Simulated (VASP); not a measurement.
# RbPb4Cl (F-43m) in VASP: single point with PBEsol

Aim: the single point of RbPb4Cl with PBEsol.

Everything below comes from runs of VASP 6.6.1. Logs are shortened: lines on timing, memory, paths and dates and some standing lists are left out, and cuts for length are marked.

### 1 The cell of the first run

Symmetry: F-43m, No. 216, cubic system. The conventional cell has a = 9.513 Å, b = 9.513 Å, c = 9.513 Å, α = 90.00°, β = 90.00°, γ = 90.00°. Within 5.2 Å of Rb (site symmetry -43m) lie 12 Pb at 3.94 Å and 6 Cl at 4.76 Å. Within 2.8 Å of Cl (site symmetry -43m) lie 4 Pb at 2.09 Å. Within 2.8 Å of Pb (site symmetry 3m) lie 1 Cl at 2.09 Å.

### 2 Single point, PBEsol

Contents of INCAR:

```
SYSTEM = RbPb4Cl
ALGO = Normal
EDIFF = 1E-6
ENCUT = 520
GGA = PS
ISIF = 2
ISMEAR = -1
LASPH = .TRUE.
LCHARG = .FALSE.
LREAL = .FALSE.
LWAVE = .FALSE.
NBANDS = 45
NELM = 80
PREC = Accurate
SIGMA = 0.1
```

Contents of KPOINTS:

```
k-points
0
G
  6 6 6
  0 0 0
```

Contents of POSCAR:

```
RbPb4Cl
1.0
    0.0000000000      4.7565210000      4.7565210000
    4.7565210000      0.0000000000      4.7565210000
    4.7565210000      4.7565210000      0.0000000000
Rb Cl Pb
1 1 4
Direct
    0.5000000000      0.5000000000      0.5000000000
    0.0000000000      0.0000000000      0.0000000000
    0.1270000000      0.1270000000      0.1270000000
    0.6190000000      0.1270000000      0.1270000000
    0.1270000000      0.1270000000      0.6190000000
    0.1270000000      0.6190000000      0.1270000000
```

Potentials or basis: VASP PAW PBE potentials, release 64 (Rb_sv, Cl, Pb_d).

Launch:

```console
cat potpaw_PBE.64/Rb_sv/POTCAR potpaw_PBE.64/Cl/POTCAR potpaw_PBE.64/Pb_d/POTCAR > POTCAR
mpirun -np 1 vasp_std > vasp.out
```

OUTCAR:

```text
SYSTEM = RbPb4Cl
   EDIFF = 1E-6
   ENCUT = 520
   GGA = PS
   ISIF = 2
   ISMEAR = -1
   LASPH = .TRUE.
   LREAL = .FALSE.
   NELM = 80
   PREC = Accurate

 ion  position               nearest neighbor table
   1  0.500  0.500  0.500-   4 3.94   5 3.94   6 3.94   3 3.94   3 3.94   3 3.94   6 3.94   4 3.94
                             6 3.94   5 3.94   4 3.94   5 3.94
   2  0.000  0.000  0.000-   4 2.09   5 2.09   6 2.09   3 2.09
   3  0.127  0.127  0.127-   2 2.09   4 3.31   5 3.31   6 3.31   5 3.42   6 3.42   4 3.42   1 3.94
                             1 3.94   1 3.94
   4  0.619  0.127  0.127-   2 2.09   3 3.31   5 3.31   6 3.31   5 3.42   6 3.42   3 3.42   1 3.94
                             1 3.94   1 3.94
   5  0.127  0.127  0.619-   2 2.09   3 3.31   4 3.31   6 3.31   3 3.42   6 3.42   4 3.42   1 3.94
                             1 3.94   1 3.94
   6  0.127  0.619  0.127-   2 2.09   3 3.31   4 3.31   5 3.31   3 3.42   5 3.42   4 3.42   1 3.94
                             1 3.94   1 3.94

  LATTYP: Found a face centered cubic cell.
 ALAT       =     9.5130420000

  Lattice vectors:

 A1 = (   0.0000000000,   4.7565210000,   4.7565210000)
 A2 = (   4.7565210000,   0.0000000000,   4.7565210000)
 A3 = (   4.7565210000,   4.7565210000,   0.0000000000)

Analysis of symmetry for initial positions (statically):
=====================================================================
 Subroutine PRICEL returns:
 Original cell was already a primitive cell.

 Routine SETGRP: Setting up the symmetry group for a
 face centered cubic supercell.

 Subroutine GETGRP returns: Found 24 space group operations
 (whereof 24 operations were pure point group operations)
 out of a pool of 48 trial point group operations.

The static configuration has the point symmetry T_d .

Analysis of symmetry for dynamics (positions and initial velocities):
=====================================================================
 Subroutine PRICEL returns:
 Original cell was already a primitive cell.

 Routine SETGRP: Setting up the symmetry group for a
 face centered cubic supercell.

 Subroutine GETGRP returns: Found 24 space group operations
 (whereof 24 operations were pure point group operations)
 out of a pool of 48 trial point group operations.

The dynamic configuration has the point symmetry T_d .

 Subroutine INISYM returns: Found 24 space group operations
 (whereof 24 operations are pure point group operations),
 and found     1 'primitive' translations

----------------------------------------------------------------------------------------

                                     Primitive cell

  volume of cell :     215.2277

  direct lattice vectors                    reciprocal lattice vectors
     0.000000000  4.756521000  4.756521000    -0.105118846  0.105118846  0.105118846
     4.756521000  0.000000000  4.756521000     0.105118846 -0.105118846  0.105118846
     4.756521000  4.756521000  0.000000000     0.105118846  0.105118846 -0.105118846

  length of vectors
     6.726736508  6.726736508  6.726736508     0.182071183  0.182071183  0.182071183

  position of ions in fractional coordinates (direct lattice)
     0.500000000  0.500000000  0.500000000
     0.000000000  0.000000000  0.000000000
     0.127000000  0.127000000  0.127000000
     0.619000000  0.127000000  0.127000000
     0.127000000  0.127000000  0.619000000
     0.127000000  0.619000000  0.127000000

  ion indices of the primitive-cell ions
   primitive index   ion index
                 1           1
                 2           2
                 3           3
                 4           4
                 5           5
                 6           6

----------------------------------------------------------------------------------------

 KPOINTS: k-points

Automatic generation of k-mesh.
 Grid dimensions read from file:
 generate k-points for:    6    6    6

 Generating k-lattice:

  Cartesian coordinates                     Fractional coordinates (reciprocal lattice)
    -0.017519808  0.017519808  0.017519808     0.166666667  0.000000000  0.000000000
     0.017519808 -0.017519808  0.017519808     0.000000000  0.166666667  0.000000000
     0.017519808  0.017519808 -0.017519808     0.000000000  0.000000000  0.166666667

  Length of vectors
     0.030345197  0.030345197  0.030345197

  Shift w.r.t. Gamma in fractional coordinates (k-lattice)
     0.000000000  0.000000000  0.000000000

 Subroutine IBZKPT returns following result:
 ===========================================

 Found     16 irreducible k-points:

 Following reciprocal coordinates:
            Coordinates               Weight
  0.000000  0.000000  0.000000      1.000000
  0.166667  0.000000  0.000000      8.000000
  0.333333  0.000000  0.000000      8.000000
  0.500000  0.000000  0.000000      4.000000
  0.166667  0.166667  0.000000      6.000000
  0.333333  0.166667  0.000000     24.000000
[... 8 lines left out ...]
 -0.333333  0.333333  0.166667     24.000000
 -0.333333  0.500000  0.166667     12.000000
   k-points           NKPTS =     16   k-points in BZ     NKDIM =     16   number of bands    NBANDS=     45
   number of dos      NEDOS =    301   number of ions     NIONS =      6
   total plane-waves  NPLWV = 125000
   dimension x,y,z NGX =    50 NGY =   50 NGZ =   50
   dimension x,y,z NGXF=   100 NGYF=  100 NGZF=  100
   ions per type =               1   1   4
   NGX,Y,Z   is equivalent  to a cutoff of  12.36, 12.36, 12.36 a.u.
   NGXF,Y,Z  is equivalent  to a cutoff of  24.71, 24.71, 24.71 a.u.
 SYSTEM =  RbPb4Cl
   PREC   = accura    normal or accurate (medium, high low for compatibility)
   ISTART =      0    job   : 0-new  1-cont  2-samecut
   ICHARG =      2    charge: 1-file 2-atom 10-const
   ISPIN  =      1    spin polarized calculation?
   LNONCOLLINEAR =      F non collinear calculations
   LSORBIT =      F    spin-orbit coupling
   LASPH  =      T    aspherical Exc in radial PAW
   ENCUT  =  520.0 eV  38.22 Ry    6.18 a.u.  12.51 12.51 12.51*2*pi/ulx,y,z
   NELM   =     80;   NELMIN=  2; NELMDL= -5     # of ELM steps
   EDIFF  = 0.1E-05   stopping-criterion for ELM
   LREAL  =      F    real-space projection
   EDIFFG = 0.1E-04   stopping-criterion for IOM
   NSW    =      0    number of steps for IOM
   IBRION =     -1    ionic relax: 0-MD 1-quasi-New 2-CG
   NFREE  =      0    steps in history (QN), initial steepest desc. (CG)
   ISIF   =      2    stress and relaxation
   ISYM   =      2    0-nonsym 1-usesym 2-fastsym
   POTIM  = 0.5000    time-step for ionic-motion
   TEBEG  =    0.0;   TEEND  =   0.0 temperature during run
   PSTRESS=    0.0 pullay stress
   NELECT =      72.0000    total number of electrons
   NUPDOWN=      -1.0000    fix difference up-down
   EMIN   =  10.00;   EMAX   =-10.00  energy-range for DOS
   EFERMI =   0.00;   METHOD = LEGACY
   ISMEAR =    -1;   SIGMA  =   0.10  broadening in eV -4-tet -1-fermi 0-gaus
   EFERMI_NEDOS =   21; number of points for ismear=-14 and -15
   IALGO  =     38    algorithm
   IMIX   =      4    mixing-type and parameters
     AMIX     =   0.40;   BMIX     =  1.00
     AMIX_MAG =   1.60;   BMIX_MAG =  1.00
  volume/ion in A,a.u.               =      35.87       242.07
  Fermi-wavevector in a.u.,A,eV,Ry     =   1.136457  2.147592 17.572386  1.291534
  Thomas-Fermi vector in A             =   2.273162
   LORBIT       =      0    0 simple, 1 ext, 2 COOP (PROOUT), +10 PAW based schemes
   GGA     = PS    functional components
   LHFCALC =     F    Hartree Fock is set to
   AEXX    =    0.0000 exact exchange contribution
   IVDW    =     0    specifies the selected vdW correction
   LEPSILON=     F    determine dielectric tensor
   LRPA    =     F    only Hartree local field effects (RPA)
 non-spin polarized calculation
  energy-cutoff  :      520.00
  volume of cell :      215.23
 maximum number of plane-waves:      5832
   NGX = 25   NGY = 25   NGZ = 25

 number of electron      71.9999997 magnetization

 Free energy of the ion-electron system (eV)
  ---------------------------------------------------
  ext. energy  EPLUGINS =         0.00000000
  ---------------------------------------------------
  free energy    TOTEN  =        -6.84940988 eV

  energy without entropy =       -6.62785504  energy(sigma->0) =       -6.73863246

 E-fermi :   4.1427     XC(G=0):  -8.5885

 val. band max:        4.1392099280   @ k =   0.5000   0.3333   0.0000
 cond. band min:       4.1720332028   @ k =   0.1667   0.0000   0.0000
 fundamental gap:      0.0328232748
 Fermi energy:         4.1427152834

 k-point     1 :       0.0000    0.0000    0.0000
  band No.  band energies     occupation
      1     -22.9794      2.00000
      2     -19.2775      2.00000
      3     -14.2712      2.00000
      4     -14.2712      2.00000
      5     -14.2712      2.00000
      6     -13.4241      2.00000
[... 37 lines left out ...]
     44       8.5387      0.00000
     45       8.5387      0.00000

 k-point     2 :       0.1667    0.0000    0.0000
  band No.  band energies     occupation
      1     -22.9794      2.00000
      2     -19.2713      2.00000
      3     -14.2849      2.00000
      4     -14.2604      2.00000
      5     -14.2604      2.00000
      6     -13.4127      2.00000
[... 37 lines left out ...]
     44       8.3414      0.00000
     45       8.5764      0.00000

 k-point     3 :       0.3333    0.0000    0.0000
  band No.  band energies     occupation
      1     -22.9793      2.00000
      2     -19.2588      2.00000
      3     -14.3137      2.00000
      4     -14.2384      2.00000
      5     -14.2384      2.00000
      6     -13.3956      2.00000
[... 37 lines left out ...]
     44       8.7840      0.00000
     45       8.7840      0.00000

 k-point     4 :       0.5000    0.0000    0.0000
  band No.  band energies     occupation
      1     -22.9793      2.00000
      2     -19.2526      2.00000
      3     -14.3288      2.00000
      4     -14.2271      2.00000
      5     -14.2271      2.00000
      6     -13.4169      2.00000
[... 517 lines left out ...]
     44       8.8208      0.00000
     45       9.1296      0.00000

 k-point    15 :      -0.3333    0.3333    0.1667
  band No.  band energies     occupation
      1     -22.9792      2.00000
      2     -19.2462      2.00000
      3     -14.3659      2.00000
      4     -14.2092      2.00000
      5     -14.1974      2.00000
      6     -13.4222      2.00000
[... 37 lines left out ...]
     44       8.8119      0.00000
     45       9.2935      0.00000

 k-point    16 :      -0.3333    0.5000    0.1667
  band No.  band energies     occupation
      1     -22.9792      2.00000
      2     -19.2441      2.00000
      3     -14.3792      2.00000
      4     -14.1999      2.00000
      5     -14.1877      2.00000
      6     -13.4215      2.00000
[... 37 lines left out ...]
     44       8.5876      0.00000
     45       9.0961      0.00000

------------------------ aborting loop because EDIFF is reached ----------------------------------------

  FORCE on cell =-STRESS in cart. coord.  units (eV):
  Direction    XX          YY          ZZ          XY          YZ          ZX
  --------------------------------------------------------------------------------------
  -------------------------------------------------------------------------------------
  Total       32.3830587     32.3830587     32.3830587      0.0000000     -0.0000000      0.0000000
  in kB      241.0628012    241.0628012    241.0628012      0.0000000     -0.0000000      0.0000000
  external PRESSURE =     241.0628012 kB  Pullay stress =       0.0000000 kB

 VOLUME and BASIS-vectors are now :
 -----------------------------------------------------------------------------
  energy-cutoff  :      520.00
  volume of cell :      215.23
      direct lattice vectors                 reciprocal lattice vectors
     0.000000000  4.756521000  4.756521000    -0.105118846  0.105118846  0.105118846
     4.756521000  0.000000000  4.756521000     0.105118846 -0.105118846  0.105118846
     4.756521000  4.756521000  0.000000000     0.105118846  0.105118846 -0.105118846

 POSITION                                       TOTAL-FORCE (eV/Angst)
 -----------------------------------------------------------------------------------
      4.75652      4.75652      4.75652         0.000000     -0.000000      0.000000
      0.00000      0.00000      0.00000         0.000000      0.000000      0.000000
      1.20816      1.20816      1.20816         5.854081      5.854081      5.854081
      1.20816      3.54836      3.54836         5.854081     -5.854081     -5.854081
      3.54836      3.54836      1.20816        -5.854081     -5.854081      5.854081
      3.54836      1.20816      3.54836        -5.854081      5.854081     -5.854081
 -----------------------------------------------------------------------------------
    total drift:                               -0.000004     -0.000004     -0.000004

  FREE ENERGIE OF THE ION-ELECTRON SYSTEM (eV)
  ---------------------------------------------------
  free  energy   TOTEN  =        -6.8494098768 eV

  energy  without entropy=       -6.6278550352  energy(sigma->0) =       -6.73863246
```

It took 5.1 min on 1 thread of Oxide Virtual Turin-like, shared host; peak memory 0.39 GiB.

Results:

| Item | Value |
| --- | --- |
| Free energy | -6.8494 eV |
| Pressure | 24.1 GPa |
| Largest force | 10.140 eV/Å |
| Band gap on the k mesh | zero (bands 36 and 37 overlap by 0.48 eV) |

Forces in eV/Å, atoms in the order of the input:
```
Rb   0.000  0.000  0.000
Cl   0.000  0.000  0.000
Pb   5.854  5.854  5.854
Pb   5.854 -5.854 -5.854
Pb  -5.854 -5.854  5.854
Pb  -5.854  5.854 -5.854
```

Caveat: the cell stands under pressure; the PAW data sets were made with another functional, which shifts forces and pressure a little; spin-orbit coupling is left out, which moves the levels of the heavy elements.

The gap in the log of VASP goes by the Fermi energy; the results here count the filled bands.